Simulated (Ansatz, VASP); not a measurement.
# W in VASP and in Ansatz

```xyz
1
Lattice="-1.5973 1.5973 1.5973 1.5973 -1.5973 1.5973 1.5973 1.5973 -1.5973" Properties=species:S:1:pos:R:3 pbc="T T T"
W     0.0000    0.0000    0.0000
```

Alike in both runs: task electric field gradients; functional LDA; k mesh 14 × 14 × 14; occupations fermi-dirac, width 0.03 eV; no spin polarisation.

|  | VASP | Ansatz |
| --- | --- | --- |
| version | VASP 6.6.1 | Ansatz 0.2.0 |
| potentials or method | VASP PAW LDA potentials, release 64 (W_sv) | PAW with Ansatz's default frozen-core files, scalar-relativistic |
| plane-wave cutoff (eV) | 520 | 420 |
| valence electrons in the cell | 14 | 14 |

|  | VASP | Ansatz | Ansatz less VASP |
| --- | --- | --- | --- |
| pressure (GPa) | -14.9 | -16.4 | -1.49 |

LDA's correlation is that of Perdew and Zunger in VASP and of Perdew and Wang (1992) in Ansatz.

Spin-orbit coupling is off throughout.
